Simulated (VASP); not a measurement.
# Tl (Im-3m) in VASP: notebook

Tl is run at these levels: BLYP, LDA, r2SCAN; tasks: single point.

Everything below comes from runs of VASP 6.6.1. Logs are shortened: lines on timing, memory, paths and dates and some standing lists are left out, and cuts for length are marked.

### 1 The cell of the first run

It takes space group Im-3m (No. 229, cubic). Conventional cell: a = 3.882 Å, b = 3.882 Å, c = 3.882 Å, α = 90.00°, β = 90.00°, γ = 90.00°. Tl (site symmetry m-3m) has 14 Tl at 3.36 to 3.88 Å within 4.4 Å.

### 2 Single point, BLYP

Input file INCAR:

```
SYSTEM = Tl
PREC = Accurate
ENCUT = 520
EDIFF = 1E-6
ISMEAR = -1
SIGMA = 0.1
LREAL = .False.
LASPH = .True.
NELM = 60
ALGO = Normal
ISIF = 2
LWAVE = .False.
LCHARG = .False.
GGA = B5
ALDAX = 1.0
AGGAX = 1.0
AGGAC = 1.0
ALDAC = 0.0
NBANDS = 12
```

Input file KPOINTS:

```
Automatic mesh
0
Gamma
  10 10 10
  0 0 0
```

Input file POSCAR:

```
Tl
1.0
    3.3619110000      0.0000000000      0.0000000000
   -1.1206369649      3.1696401002      0.0000000000
   -1.1206369649     -1.5848199756      2.7449888906
Tl
1
Direct
    0.0000000000      0.0000000000      0.0000000000
```

Potentials or basis: VASP PAW PBE potentials, release 64 (Tl_d).

The run is started by

```sh
cat potpaw_PBE.64/Tl_d/POTCAR > POTCAR
mpirun -np 1 vasp_std > vasp.out
```

OUTCAR:

```text
SYSTEM = Tl
   PREC = Accurate
   ENCUT = 520
   EDIFF = 1E-6
   ISMEAR = -1
   LREAL = .False.
   LASPH = .True.
   NELM = 60
   ISIF = 2
   GGA = B5

 ion  position               nearest neighbor table
   1  0.000  0.000  0.000-

  LATTYP: Found a body centered cubic cell.
 ALAT       =     3.8820004416

  Lattice vectors:

 A1 = (   3.3619110000,   0.0000000000,   0.0000000000)
 A2 = (  -1.1206369649,   3.1696401002,   0.0000000000)
 A3 = (  -1.1206369649,  -1.5848199756,   2.7449888906)

Analysis of symmetry for initial positions (statically):
=====================================================================
 Subroutine PRICEL returns:
 Original cell was already a primitive cell.

 Routine SETGRP: Setting up the symmetry group for a
 body centered cubic supercell.

 Subroutine GETGRP returns: Found 48 space group operations
 (whereof 48 operations were pure point group operations)
 out of a pool of 48 trial point group operations.

The static configuration has the point symmetry O_h .

Analysis of symmetry for dynamics (positions and initial velocities):
=====================================================================
 Subroutine PRICEL returns:
 Original cell was already a primitive cell.

 Routine SETGRP: Setting up the symmetry group for a
 body centered cubic supercell.

 Subroutine GETGRP returns: Found 48 space group operations
 (whereof 48 operations were pure point group operations)
 out of a pool of 48 trial point group operations.

The dynamic configuration has the point symmetry O_h .

 Subroutine INISYM returns: Found 48 space group operations
 (whereof 48 operations are pure point group operations),
 and found     1 'primitive' translations

----------------------------------------------------------------------------------------

                                     Primitive cell

  volume of cell :      29.2507

  direct lattice vectors                    reciprocal lattice vectors
     3.361911000  0.000000000  0.000000000     0.297449873  0.105164407  0.182150091
    -1.120636965  3.169640100  0.000000000     0.000000000  0.315493232  0.182150091
    -1.120636965 -1.584819976  2.744988891     0.000000000  0.000000000  0.364300199

  length of vectors
     3.361911000  3.361911000  3.361911000     0.364300199  0.364300199  0.364300199

  position of ions in fractional coordinates (direct lattice)
     0.000000000  0.000000000  0.000000000

  ion indices of the primitive-cell ions
   primitive index   ion index
                 1           1

----------------------------------------------------------------------------------------

 KPOINTS: Automatic mesh

Automatic generation of k-mesh.
 Grid dimensions read from file:
 generate k-points for:   10   10   10

 Generating k-lattice:

  Cartesian coordinates                     Fractional coordinates (reciprocal lattice)
     0.029744987  0.010516441  0.018215009     0.100000000  0.000000000  0.000000000
     0.000000000  0.031549323  0.018215009     0.000000000  0.100000000  0.000000000
     0.000000000  0.000000000  0.036430020     0.000000000  0.000000000  0.100000000

  Length of vectors
     0.036430020  0.036430020  0.036430020

  Shift w.r.t. Gamma in fractional coordinates (k-lattice)
     0.000000000  0.000000000  0.000000000

 Subroutine IBZKPT returns following result:
 ===========================================

 Found     47 irreducible k-points:

 Following reciprocal coordinates:
            Coordinates               Weight
  0.000000  0.000000  0.000000      1.000000
  0.100000 -0.000000 -0.000000     12.000000
  0.200000 -0.000000 -0.000000     12.000000
  0.300000 -0.000000  0.000000     12.000000
  0.400000 -0.000000  0.000000     12.000000
  0.500000 -0.000000  0.000000      6.000000
[... 16 lines left out ...]
  0.300000  0.300000  0.100000      8.000000
 -0.300000  0.300000  0.100000     24.000000
 [... further k-points ...]
   k-points           NKPTS =     47   k-points in BZ     NKDIM =     47   number of bands    NBANDS=     12
   number of dos      NEDOS =    301   number of ions     NIONS =      1
   total plane-waves  NPLWV =  21952
   dimension x,y,z NGX =    28 NGY =   28 NGZ =   28
   dimension x,y,z NGXF=    56 NGYF=   56 NGZF=   56
   ions per type =               1
   NGX,Y,Z   is equivalent  to a cutoff of  13.85, 13.85, 13.85 a.u.
   NGXF,Y,Z  is equivalent  to a cutoff of  27.69, 27.69, 27.69 a.u.
 SYSTEM =  Tl
   PREC   = accura    normal or accurate (medium, high low for compatibility)
   ISTART =      0    job   : 0-new  1-cont  2-samecut
   ICHARG =      2    charge: 1-file 2-atom 10-const
   ISPIN  =      1    spin polarized calculation?
   LNONCOLLINEAR =      F non collinear calculations
   LSORBIT =      F    spin-orbit coupling
   LASPH  =      T    aspherical Exc in radial PAW
   ENCUT  =  520.0 eV  38.22 Ry    6.18 a.u.   6.25  6.25  6.25*2*pi/ulx,y,z
   NELM   =     60;   NELMIN=  2; NELMDL= -5     # of ELM steps
   EDIFF  = 0.1E-05   stopping-criterion for ELM
   LREAL  =      F    real-space projection
   EDIFFG = 0.1E-04   stopping-criterion for IOM
   NSW    =      0    number of steps for IOM
   IBRION =     -1    ionic relax: 0-MD 1-quasi-New 2-CG
   NFREE  =      0    steps in history (QN), initial steepest desc. (CG)
   ISIF   =      2    stress and relaxation
   ISYM   =      2    0-nonsym 1-usesym 2-fastsym
   POTIM  = 0.5000    time-step for ionic-motion
   TEBEG  =    0.0;   TEEND  =   0.0 temperature during run
   PSTRESS=    0.0 pullay stress
   NELECT =      13.0000    total number of electrons
   NUPDOWN=      -1.0000    fix difference up-down
   EMIN   =  10.00;   EMAX   =-10.00  energy-range for DOS
   EFERMI =   0.00;   METHOD = LEGACY
   ISMEAR =    -1;   SIGMA  =   0.10  broadening in eV -4-tet -1-fermi 0-gaus
   EFERMI_NEDOS =   21; number of points for ismear=-14 and -15
   IALGO  =     38    algorithm
   IMIX   =      4    mixing-type and parameters
     AMIX     =   0.40;   BMIX     =  1.00
     AMIX_MAG =   1.60;   BMIX_MAG =  1.00
  volume/ion in A,a.u.               =      29.25       197.39
  Fermi-wavevector in a.u.,A,eV,Ry     =   1.249330  2.360891 21.236306  1.560824
  Thomas-Fermi vector in A             =   2.383375
   LORBIT       =      0    0 simple, 1 ext, 2 COOP (PROOUT), +10 PAW based schemes
   GGA     = B5    functional components
   LHFCALC =     F    Hartree Fock is set to
   AEXX    =    0.0000 exact exchange contribution
   IVDW    =     0    specifies the selected vdW correction
   LEPSILON=     F    determine dielectric tensor
   LRPA    =     F    only Hartree local field effects (RPA)
 non-spin polarized calculation
  energy-cutoff  :      520.00
  volume of cell :       29.25
 maximum number of plane-waves:       802
 NGX is ok and might be reduce to    28
   NGX = 13   NGY = 13   NGZ = 13

 number of electron      13.0000002 magnetization

 Free energy of the ion-electron system (eV)
  ---------------------------------------------------
  ext. energy  EPLUGINS =         0.00000000
  ---------------------------------------------------
  free energy    TOTEN  =        -1.62429882 eV

  energy without entropy =       -1.61288138  energy(sigma->0) =       -1.61859010

 E-fermi :   6.8506     XC(G=0):  -9.5161

 val. band max:        6.7823228726   @ k =   0.3000   0.3000   0.1000
 cond. band min:       6.9848288063   @ k =  -0.4000  -0.4000   0.2000
 fundamental gap:      0.2025059336
 Fermi energy:         6.8506448363

 k-point     1 :       0.0000    0.0000    0.0000
  band No.  band energies     occupation
      1      -4.8552      2.00000
      2      -4.8552      2.00000
      3      -4.8552      2.00000
      4      -4.4398      2.00000
      5      -4.4398      2.00000
      6      -3.0807      2.00000
      7      17.1919      0.00000
      8      17.1919      0.00000
      9      17.1919      0.00000
     10      19.3732      0.00000
     11      19.3732      0.00000
     12      19.3732      0.00000

 k-point     2 :       0.1000   -0.0000   -0.0000
  band No.  band energies     occupation
      1      -4.8718      2.00000
      2      -4.8436      2.00000
      3      -4.7943      2.00000
      4      -4.4578      2.00000
      5      -4.4402      2.00000
      6      -2.8582      2.00000
      7      15.2211      0.00000
      8      16.4573      0.00000
      9      16.7796      0.00000
     10      18.6750      0.00000
     11      19.1768      0.00000
     12      19.3449      0.00000

 k-point     3 :       0.2000   -0.0000   -0.0000
  band No.  band energies     occupation
      1      -4.9153      2.00000
      2      -4.8414      2.00000
      3      -4.6306      2.00000
      4      -4.4917      2.00000
      5      -4.4408      2.00000
      6      -2.1729      2.00000
      7      11.9019      0.00000
      8      15.0234      0.00000
      9      15.7901      0.00000
     10      17.9277      0.00000
     11      18.8036      0.00000
     12      19.8750      0.00000

 k-point     4 :       0.3000   -0.0000    0.0000
  band No.  band energies     occupation
      1      -4.9684      2.00000
      2      -4.8907      2.00000
      3      -4.4969      2.00000
      4      -4.4408      2.00000
      5      -4.4184      2.00000
      6      -1.0229      2.00000
      7       8.6895      0.00000
      8      13.6759      0.00000
      9      14.8246      0.00000
     10      17.4259      0.00000
     11      18.4834      0.00000
     12      20.9774      0.00000

 k-point     5 :       0.4000   -0.0000    0.0000
  band No.  band energies     occupation
      1      -5.0111      2.00000
      2      -4.9588      2.00000
      3      -4.4787      2.00000
      4      -4.4402      2.00000
      5      -4.2379      2.00000
      6       0.5085      2.00000
      7       5.8886      1.99987
      8      12.7537      0.00000
      9      14.1803      0.00000
     10      17.1575      0.00000
     11      18.2849      0.00000
     12      22.3415      0.00000
[... 228 lines left out ...]
      1      -4.9507      2.00000
      2      -4.7924      2.00000
      3      -4.4856      2.00000
      4      -4.4505      2.00000
      5      -4.4047      2.00000
      6       1.8896      2.00000
      7       5.9103      1.99984
      8       8.6225      0.00000
      9      11.0178      0.00000
     10      21.6002      0.00000
     11      22.9411      0.00000
     12      23.5125      0.00000

 k-point    22 :      -0.2000    0.2000    0.1000
  band No.  band energies     occupation
      1      -4.8540      2.00000
      2      -4.8019      2.00000
      3      -4.6419      2.00000
      4      -4.5465      2.00000
      5      -4.4490      2.00000
      6      -1.9507      2.00000
      7      11.9539      0.00000
      8      14.2570      0.00000
      9      14.7371      0.00000
     10      17.4632      0.00000
     11      19.5413      0.00000
     12      19.6860      0.00000

 k-point    23 :       0.3000    0.3000    0.1000
  band No.  band energies     occupation
      1      -4.9428      2.00000
      2      -4.6319      2.00000
      3      -4.6319      2.00000
      4      -4.4311      2.00000
      5      -4.4311      2.00000
      6       2.3216      2.00000
      7       6.7823      1.32891
      8       6.7823      1.32891
      9      10.7462      0.00000
     10      22.7899      0.00000
     11      22.7899      0.00000
     12      23.4658      0.00000

 k-point    24 :      -0.3000    0.3000    0.1000
  band No.  band energies     occupation
      1      -4.9036      2.00000
      2      -4.8429      2.00000
      3      -4.5549      2.00000
      4      -4.4646      2.00000
      5      -4.4279      2.00000
      6      -0.8103      2.00000
      7       8.8583      0.00000
      8      12.9802      0.00000
      9      13.9538      0.00000
     10      17.9389      0.00000
     11      19.2987      0.00000
     12      19.3878      0.00000

 [... further k-points ...]
[... 5 lines left out ...]
  --------------------------------------------------------------------------------------
  -------------------------------------------------------------------------------------
  Total        1.0685585      1.0685585      1.0685585      0.0000000      0.0000000      0.0000000
  in kB       58.5291356     58.5291361     58.5291379      0.0000006      0.0000016      0.0000011
  external PRESSURE =      58.5291365 kB  Pullay stress =       0.0000000 kB

 VOLUME and BASIS-vectors are now :
 -----------------------------------------------------------------------------
  energy-cutoff  :      520.00
  volume of cell :       29.25
      direct lattice vectors                 reciprocal lattice vectors
     3.361911000  0.000000000  0.000000000     0.297449873  0.105164407  0.182150091
    -1.120636965  3.169640100  0.000000000     0.000000000  0.315493232  0.182150091
    -1.120636965 -1.584819976  2.744988891     0.000000000  0.000000000  0.364300199

 POSITION                                       TOTAL-FORCE (eV/Angst)
 -----------------------------------------------------------------------------------
      0.00000      0.00000      0.00000         0.000000      0.000000      0.000000
 -----------------------------------------------------------------------------------
    total drift:                                0.000000      0.000000      0.000000

  FREE ENERGIE OF THE ION-ELECTRON SYSTEM (eV)
  ---------------------------------------------------
  free  energy   TOTEN  =        -1.6242988246 eV

  energy  without entropy=       -1.6128813795  energy(sigma->0) =       -1.61859010
```

Run time: 49 s. Hardware: 1 thread of AMD EPYC 7R13, shared host; peak memory 0.13 GiB.

Results:

```
Free energy : -1.6243 eV
Pressure    : 5.9 GPa
```

Levels at points of the mesh, in eV from the Fermi level:
```tsv
k point	band 2	band 3	band 4	band 5	band 6	band 7	band 8	band 9	band 10	band 11
(0.00, 0.00, 0.00)	-11.71	-11.71	-11.29	-11.29	-9.93	10.34	10.34	10.34	12.52	12.52
(0.50, 0.00, 0.00)	-11.84	-11.32	-11.29	-11.02	-5.16	-2.57	5.58	7.11	10.22	11.37
(0.50, 0.50, 0.50)	-11.89	-11.08	-11.08	-11.08	-1.91	1.39	1.39	1.39	6.78	6.78
```

Caveat: the PAW data sets were made with another functional, which shifts forces and pressure a little; spin-orbit coupling is left out, which moves the levels of the heavy elements.

(Continued in part 2 of 2.)
